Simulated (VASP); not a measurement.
## Sn: single point with PBE

Sn:

```xyz
2
Lattice="-2.7566 2.7566 1.4739 2.7566 -2.7566 1.4739 2.7566 2.7566 -1.4739" Properties=species:S:1:pos:R:3 pbc="T T T"
Sn    0.0000    0.0000    0.0000
Sn    0.0000    2.7566    0.7370
```

* Program: VASP 6.6.1
* Task: single point
* Functional: PBE
* Potentials or basis: VASP PAW PBE potentials, release 64 (Sn_d)
* Cutoff: 520 eV
* k mesh: 9 × 9 × 9
* Occupations: fermi-dirac, width 0.05 eV
* Spin: no spin polarisation
* Dipole correction: no
* Further INCAR settings: ALGO = Normal; EDIFF = 1e-06; NBANDS = 21

* Pressure: 19.9 GPa
* Band gap on the k mesh: zero (band 14 reaches 12.12 eV, above the bottom of band 15 at 7.07 eV)

Levels at points of the mesh, in eV from the Fermi level:
| k point | band 12 | band 13 | band 14 | band 15 | band 16 | band 17 |
| --- | --- | --- | --- | --- | --- | --- |
| (0.00, 0.00, 0.00) | -3.30 | -2.69 | -2.69 | 2.53 | 6.96 | 6.96 |

It took 59 s on 1 thread of Intel(R) Xeon(R) Platinum 8259CL CPU @ 2.50GHz (Skylake/Cascade Lake), on a shared host, peak memory 0.2 GiB.

Caveat: spin-orbit coupling is left out, which moves the levels of the heavy elements.
